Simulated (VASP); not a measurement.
# KBr (Pmma) in VASP: a series of runs

Runs on KBr. Level: LDA. Tasks: single point.

Everything below comes from runs of VASP 6.6.1. Logs are shortened: lines on timing, memory, paths and dates and some standing lists are left out, and cuts for length are marked.

### 1 The cell of the first run

Symmetry: Pmma, No. 51, orthorhombic system. Conventional cell: a = 7.852 Å, b = 3.926 Å, c = 3.926 Å, α = 90.00°, β = 90.00°, γ = 90.00°. K (site symmetry 2/m) has 8 Br at 3.34 to 3.47 Å and 6 K at 3.93 Å within 4.4 Å. Within 4.4 Å of Br (site symmetry mm2) lie 8 K at 3.34 to 3.47 Å and 6 Br at 3.93 Å.

### 2 Single point, LDA (atoms displaced along a vibrational mode, the cell strained)

Contents of INCAR:

```
SYSTEM = KBr
PREC = Accurate ; ENCUT = 520
EDIFF = 1E-6 ; ISMEAR = 0
SIGMA = 0.05 ; LREAL = .FALSE.
LASPH = .TRUE. ; NELM = 80
ALGO = Normal ; ISIF = 2
LWAVE = .FALSE. ; LCHARG = .FALSE.
GGA = CA ; NBANDS = 24
```

Contents of KPOINTS:

```
regular mesh
0
G
  6 6 4
  0 0 0
```

Contents of POSCAR:

```
KBr
1.0
    3.9257624872      0.0000000000      0.0000000000
    0.0000000000      3.9257624872      0.0000000000
    0.0000000000      0.0000000000      7.8515249743
K Br
2 2
Direct
    0.0000000000      0.0000000000      0.0000000000
    0.0000000000      0.0000000000      0.5000000000
    0.4709139306      0.5000000000      0.2500000000
    0.5290860694      0.5000000000      0.7500000000
```

Potentials or basis: VASP PAW LDA potentials, release 64 (K_sv, Br).

Command:

```
$ cat potpaw_LDA.64/K_sv/POTCAR potpaw_LDA.64/Br/POTCAR > POTCAR
$ mpirun -np 1 vasp_std > vasp.out
```

OUTCAR:

```text
SYSTEM = KBr
   PREC = Accurate
   ENCUT = 520
   EDIFF = 1E-6
   ISMEAR = 0
   LREAL = .FALSE.
   LASPH = .TRUE.
   NELM = 80
   ISIF = 2
   GGA = CA

 ion  position               nearest neighbor table
   1  0.000  0.000  0.000-
   2  0.000  0.000  0.500-
   3  0.471  0.500  0.250-
   4  0.529  0.500  0.750-

  LATTYP: Found a simple tetragonal cell.
 ALAT       =     3.9257624872
 C/A-ratio  =     2.0000000000

  Lattice vectors:

 A1 = (   3.9257624872,   0.0000000000,   0.0000000000)
 A2 = (   0.0000000000,   3.9257624872,   0.0000000000)
 A3 = (   0.0000000000,   0.0000000000,   7.8515249743)

Analysis of symmetry for initial positions (statically):
=====================================================================
 Subroutine PRICEL returns:
 Original cell was already a primitive cell.

 Routine SETGRP: Setting up the symmetry group for a
 simple tetragonal supercell.

 Subroutine GETGRP returns: Found  8 space group operations
 (whereof  4 operations were pure point group operations)
 out of a pool of 16 trial point group operations.

The static configuration has the point symmetry C_2h.
 The point group associated with its full space group is D_2h.

Analysis of symmetry for dynamics (positions and initial velocities):
=====================================================================
 Subroutine PRICEL returns:
 Original cell was already a primitive cell.

 Routine SETGRP: Setting up the symmetry group for a
 simple tetragonal supercell.

 Subroutine GETGRP returns: Found  8 space group operations
 (whereof  4 operations were pure point group operations)
 out of a pool of 16 trial point group operations.

The dynamic configuration has the point symmetry C_2h.
 The point group associated with its full space group is D_2h.

 Subroutine INISYM returns: Found  8 space group operations
 (whereof  4 operations are pure point group operations),
 and found     1 'primitive' translations

----------------------------------------------------------------------------------------

                                     Primitive cell

  volume of cell :     121.0046

  direct lattice vectors                    reciprocal lattice vectors
     3.925762487  0.000000000  0.000000000     0.254727586  0.000000000  0.000000000
     0.000000000  3.925762487  0.000000000     0.000000000  0.254727586  0.000000000
     0.000000000  0.000000000  7.851524974     0.000000000  0.000000000  0.127363793

  length of vectors
     3.925762487  3.925762487  7.851524974     0.254727586  0.254727586  0.127363793

  position of ions in fractional coordinates (direct lattice)
     0.000000000  0.000000000  0.000000000
     0.000000000  0.000000000  0.500000000
     0.470913931  0.500000000  0.250000000
     0.529086069  0.500000000  0.750000000

  ion indices of the primitive-cell ions
   primitive index   ion index
                 1           1
                 2           2
                 3           3
                 4           4

----------------------------------------------------------------------------------------

 KPOINTS: regular mesh

Automatic generation of k-mesh.
 Grid dimensions read from file:
 generate k-points for:    6    6    4

 Generating k-lattice:

  Cartesian coordinates                     Fractional coordinates (reciprocal lattice)
     0.042454598  0.000000000  0.000000000     0.166666667  0.000000000  0.000000000
     0.000000000  0.042454598  0.000000000     0.000000000  0.166666667  0.000000000
     0.000000000  0.000000000  0.031840948     0.000000000  0.000000000  0.250000000

  Length of vectors
     0.042454598  0.042454598  0.031840948

  Shift w.r.t. Gamma in fractional coordinates (k-lattice)
     0.000000000  0.000000000  0.000000000

 Subroutine IBZKPT returns following result:
 ===========================================

 Found     48 irreducible k-points:

 Following reciprocal coordinates:
            Coordinates               Weight
  0.000000  0.000000  0.000000      1.000000
  0.166667  0.000000  0.000000      2.000000
  0.000000  0.166667  0.000000      2.000000
  0.333333  0.000000  0.000000      2.000000
  0.000000  0.333333  0.000000      2.000000
  0.500000  0.000000  0.000000      1.000000
[... 16 lines left out ...]
  0.000000  0.500000  0.250000      2.000000
  0.166667  0.166667  0.250000      8.000000
 [... further k-points ...]
   k-points           NKPTS =     48   k-points in BZ     NKDIM =     48   number of bands    NBANDS=     24
   number of dos      NEDOS =    301   number of ions     NIONS =      4
   total plane-waves  NPLWV =  54000
   dimension x,y,z NGX =    30 NGY =   30 NGZ =   60
   dimension x,y,z NGXF=    60 NGYF=   60 NGZF=  120
   ions per type =               2   2
   NGX,Y,Z   is equivalent  to a cutoff of  12.70, 12.70, 12.70 a.u.
   NGXF,Y,Z  is equivalent  to a cutoff of  25.41, 25.41, 25.41 a.u.
 SYSTEM =  KBr
   PREC   = accura    normal or accurate (medium, high low for compatibility)
   ISTART =      0    job   : 0-new  1-cont  2-samecut
   ICHARG =      2    charge: 1-file 2-atom 10-const
   ISPIN  =      1    spin polarized calculation?
   LNONCOLLINEAR =      F non collinear calculations
   LSORBIT =      F    spin-orbit coupling
   LASPH  =      T    aspherical Exc in radial PAW
   ENCUT  =  520.0 eV  38.22 Ry    6.18 a.u.   7.30  7.30 14.60*2*pi/ulx,y,z
   NELM   =     80;   NELMIN=  2; NELMDL= -5     # of ELM steps
   EDIFF  = 0.1E-05   stopping-criterion for ELM
   LREAL  =      F    real-space projection
   EDIFFG = 0.1E-04   stopping-criterion for IOM
   NSW    =      0    number of steps for IOM
   IBRION =     -1    ionic relax: 0-MD 1-quasi-New 2-CG
   NFREE  =      0    steps in history (QN), initial steepest desc. (CG)
   ISIF   =      2    stress and relaxation
   ISYM   =      2    0-nonsym 1-usesym 2-fastsym
   POTIM  = 0.5000    time-step for ionic-motion
   TEBEG  =    0.0;   TEEND  =   0.0 temperature during run
   PSTRESS=    0.0 pullay stress
   NELECT =      32.0000    total number of electrons
   NUPDOWN=      -1.0000    fix difference up-down
   EMIN   =  10.00;   EMAX   =-10.00  energy-range for DOS
   EFERMI =   0.00;   METHOD = LEGACY
   ISMEAR =     0;   SIGMA  =   0.05  broadening in eV -4-tet -1-fermi 0-gaus
   EFERMI_NEDOS =   21; number of points for ismear=-14 and -15
   IALGO  =     38    algorithm
   IMIX   =      4    mixing-type and parameters
     AMIX     =   0.40;   BMIX     =  1.00
     AMIX_MAG =   1.60;   BMIX_MAG =  1.00
  volume/ion in A,a.u.               =      30.25       204.14
  Fermi-wavevector in a.u.,A,eV,Ry     =   1.050810  1.985743 15.023571  1.104201
  Thomas-Fermi vector in A             =   2.185828
   LORBIT       =      0    0 simple, 1 ext, 2 COOP (PROOUT), +10 PAW based schemes
   GGA     = CA    functional components
   LHFCALC =     F    Hartree Fock is set to
   AEXX    =    0.0000 exact exchange contribution
   IVDW    =     0    specifies the selected vdW correction
   LEPSILON=     F    determine dielectric tensor
   LRPA    =     F    only Hartree local field effects (RPA)
 non-spin polarized calculation
 Gauss-broadening in eV      SIGMA  =   0.05
  energy-cutoff  :      520.00
  volume of cell :      121.00
 maximum number of plane-waves:      3301
 NGX is ok and might be reduce to    30
   NGX = 15   NGY = 15   NGZ = 29

 number of electron      31.9999997 magnetization

 Free energy of the ion-electron system (eV)
  ---------------------------------------------------
  ext. energy  EPLUGINS =         0.00000000
  ---------------------------------------------------
  free energy    TOTEN  =       -13.50657331 eV

  energy without entropy =      -13.50657331  energy(sigma->0) =      -13.50657331

 E-fermi :  -0.2427     XC(G=0):  -8.6886

 val. band max:       -0.4605409647   @ k =   0.5000   0.0000   0.0000
 cond. band min:       3.3043794136   @ k =   0.0000   0.0000   0.0000
 fundamental gap:      3.7649203783
 Fermi energy:        -0.2427292296

 k-point     1 :       0.0000    0.0000    0.0000
  band No.  band energies     occupation
      1     -28.6176      2.00000
      2     -28.6010      2.00000
      3     -13.6211      2.00000
      4     -13.4604      2.00000
      5     -12.2746      2.00000
      6     -12.2696      2.00000
[... 16 lines left out ...]
     23       8.2524      0.00000
     24       9.2261      0.00000

 k-point     2 :       0.1667    0.0000    0.0000
  band No.  band energies     occupation
      1     -28.6135      2.00000
      2     -28.5972      2.00000
      3     -13.5504      2.00000
      4     -13.4790      2.00000
      5     -12.3016      2.00000
      6     -12.2621      2.00000
[... 16 lines left out ...]
     23       8.5520      0.00000
     24       8.6583      0.00000

 k-point     3 :       0.0000    0.1667    0.0000
  band No.  band energies     occupation
      1     -28.6135      2.00000
      2     -28.5972      2.00000
      3     -13.5317      2.00000
      4     -13.4990      2.00000
      5     -12.3002      2.00000
      6     -12.2688      2.00000
[... 16 lines left out ...]
     23       8.5415      0.00000
     24       8.6716      0.00000

 k-point     4 :       0.3333    0.0000    0.0000
  band No.  band energies     occupation
      1     -28.6052      2.00000
      2     -28.5895      2.00000
      3     -13.5826      2.00000
      4     -13.3032      2.00000
      5     -12.4194      2.00000
      6     -12.3474      2.00000
[... 16 lines left out ...]
     23       7.8135      0.00000
     24       8.4900      0.00000

 k-point     5 :       0.0000    0.3333    0.0000
  band No.  band energies     occupation
      1     -28.6051      2.00000
      2     -28.5895      2.00000
      3     -13.5776      2.00000
      4     -13.3093      2.00000
      5     -12.4186      2.00000
      6     -12.3400      2.00000
[... 16 lines left out ...]
     23       7.8525      0.00000
     24       8.5736      0.00000

 k-point     6 :       0.5000    0.0000    0.0000
  band No.  band energies     occupation
      1     -28.6010      2.00000
      2     -28.5857      2.00000
      3     -13.6190      2.00000
      4     -13.1509      2.00000
      5     -12.4771      2.00000
      6     -12.4769      2.00000
[... 16 lines left out ...]
     23       7.4291      0.00000
     24       8.2667      0.00000
[... 379 lines left out ...]
 k-point    21 :       0.0000    0.3333    0.2500
  band No.  band energies     occupation
      1     -28.6029      2.00000
      2     -28.5918      2.00000
      3     -13.5414      2.00000
      4     -13.3514      2.00000
      5     -12.4323      2.00000
      6     -12.2984      2.00000
[... 16 lines left out ...]
     23       8.1950      0.00000
     24       8.4325      0.00000

 k-point    22 :       0.5000    0.0000    0.2500
  band No.  band energies     occupation
      1     -28.5988      2.00000
      2     -28.5880      2.00000
      3     -13.5679      2.00000
      4     -13.2495      2.00000
      5     -12.4444      2.00000
      6     -12.3924      2.00000
[... 16 lines left out ...]
     23       7.6509      0.00000
     24       8.4105      0.00000

 k-point    23 :       0.0000    0.5000    0.2500
  band No.  band energies     occupation
      1     -28.5987      2.00000
      2     -28.5879      2.00000
      3     -13.5667      2.00000
      4     -13.2494      2.00000
      5     -12.4430      2.00000
      6     -12.3886      2.00000
[... 16 lines left out ...]
     23       7.7048      0.00000
     24       8.4846      0.00000

 k-point    24 :       0.1667    0.1667    0.2500
  band No.  band energies     occupation
      1     -28.6071      2.00000
      2     -28.5958      2.00000
      3     -13.4938      2.00000
      4     -13.4473      2.00000
      5     -12.3328      2.00000
      6     -12.3151      2.00000
[... 16 lines left out ...]
     23       8.1858      0.00000
     24       8.3880      0.00000

 [... further k-points ...]

------------------------ aborting loop because EDIFF is reached ----------------------------------------

  FORCE on cell =-STRESS in cart. coord.  units (eV):
  Direction    XX          YY          ZZ          XY          YZ          ZX
  --------------------------------------------------------------------------------------
  -------------------------------------------------------------------------------------
  Total       -1.0315926     -1.0199139     -1.0480047      0.0000000      0.0000000      0.0000000
  in kB      -13.6589318    -13.5042993    -13.8762384      0.0000000      0.0000000      0.0000000
  external PRESSURE =     -13.6798231 kB  Pullay stress =       0.0000000 kB

 VOLUME and BASIS-vectors are now :
 -----------------------------------------------------------------------------
  energy-cutoff  :      520.00
  volume of cell :      121.00
      direct lattice vectors                 reciprocal lattice vectors
     3.925762487  0.000000000  0.000000000     0.254727586  0.000000000  0.000000000
     0.000000000  3.925762487  0.000000000     0.000000000  0.254727586  0.000000000
     0.000000000  0.000000000  7.851524974     0.000000000  0.000000000  0.127363793

 POSITION                                       TOTAL-FORCE (eV/Angst)
 -----------------------------------------------------------------------------------
      0.00000      0.00000      0.00000         0.000000     -0.000000     -0.000000
      0.00000      0.00000      3.92576         0.000000     -0.000000     -0.000000
      1.84870      1.96288      1.96288         0.065995      0.000000      0.000000
      2.07707      1.96288      5.88864        -0.065995     -0.000000     -0.000000
 -----------------------------------------------------------------------------------
    total drift:                                0.000000      0.000000      0.000000

  FREE ENERGIE OF THE ION-ELECTRON SYSTEM (eV)
  ---------------------------------------------------
  free  energy   TOTEN  =       -13.5065733087 eV

  energy  without entropy=      -13.5065733087  energy(sigma->0) =      -13.50657331
```

It took 90 s on 1 thread of Intel Xeon Platinum 8259CL at 2.50GHz (Skylake/Cascade Lake), shared host; peak memory 0.26 GiB.

What came out:

| Property | Result |
| --- | --- |
| Free energy | -13.5066 eV |
| Pressure | -1.4 GPa |
| Largest force | 0.066 eV/Å |
| Band gap on the k mesh | 3.76 eV |

Forces in eV/Å, atoms in the order of the input:
```
K    0.000  0.000  0.000
K    0.000  0.000  0.000
Br   0.066  0.000  0.000
Br  -0.066  0.000  0.000
```

Caveat: the cell differs from its parent crystal (atoms displaced along a vibrational mode, the cell strained).

(Continued in part 2 of 2.)
